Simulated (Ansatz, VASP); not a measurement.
SnGe7: VASP beside Ansatz

File INCAR:

```
ALGO = Normal
EDIFF = 1E-7
EDIFFG = -0.01
ENCUT = 600
GGA = PE
IBRION = 2
ISIF = 3
ISMEAR = 0
LASPH = True
LCHARG = False
LREAL = False
LWAVE = False
NELM = 60
NSW = 100
PREC = Accurate
SIGMA = 0.1
```

File KPOINTS:

```
k-points
0
Gamma
  6 6 6
```

POSCAR

```
SnGe7
1.0
    5.9020016566      0.0000000000      0.0000000000
    0.0000000000      5.9020016566      0.0000000000
    0.0000000000      0.0000000000      5.9020016566
Sn Ge
1 7
Direct
    0.0000000000      0.0000000000      0.0000000000
    0.2588576417      0.2588576417      0.2588576417
    0.0000000000      0.5000000000      0.5000000000
    0.5000000000      0.5000000000      0.0000000000
    0.5000000000      0.0000000000      0.5000000000
    0.7411423583      0.2588576417      0.7411423583
    0.7411423583      0.7411423583      0.2588576417
    0.2588576417      0.7411423583      0.7411423583
```

Input for Ansatz:

```yaml
crystal:
  lattice:
    - [5.9020016566, 0.0, 0.0]
    - [0.0, 5.9020016566, 0.0]
    - [0.0, 0.0, 5.9020016566]
  atoms:
    - { symbol: Sn, position: [0.0, 0.0, 0.0] }
    - { symbol: Ge, position: [0.2588576417, 0.2588576417, 0.2588576417] }
    - { symbol: Ge, position: [0.0, 0.5, 0.5] }
    - { symbol: Ge, position: [0.5, 0.5, 0.0] }
    - { symbol: Ge, position: [0.5, 0.0, 0.5] }
    - { symbol: Ge, position: [0.7411423583, 0.2588576417, 0.7411423583] }
    - { symbol: Ge, position: [0.7411423583, 0.7411423583, 0.2588576417] }
    - { symbol: Ge, position: [0.2588576417, 0.7411423583, 0.7411423583] }
basis:
  ecutwfc: 420
kpoints:
  mp_grid: { grid: [6, 6, 6] }
hamiltonian:
  xc: pbe
scf:
  occupations: { method: gaussian, width: 0.1 }
output:
  forces: true
  stress: true
  eigenvalues: true
relax:
  adjacent_minimum: "off"
  f_tol: 0.01
  max_steps: 80
  cell: { stress_tol: 0.05 }
```

Change from the starting cell: species swapped into the Si7Ge type (P-43m, No. 215).

Alike in both runs: task relaxation of cell and atoms; functional PBE; k mesh 6 × 6 × 6; occupations gaussian, width 0.1 eV; no spin polarisation.

|  | VASP | Ansatz |
| --- | --- | --- |
| version | VASP 6.6.1 | Ansatz 0.2.0 |
| potentials or method | VASP PAW PBE potentials, release 64 (Sn_d, Ge_d), cutoff 600 eV | scalar-relativistic, plane waves, PAW |
| valence electrons in the cell | 112 | 112 |

Ansatz gave:

- gap on the k mesh at the Fermi level, each at its own relaxed structure (eV): none
- relaxed volume (Å³/atom): 25.42
- relaxed length of the cell vector where the two differ most in proportion (Å): 5.881

Question: Estimate VASP's values.

Answer: gap on the k mesh at the Fermi level, each at its own relaxed structure (eV): none; relaxed volume (Å³/atom): 25.41; relaxed length of the cell vector where the two differ most in proportion (Å): 5.880.

A gap of «none» marks a metal or a gap that the smearing closes.
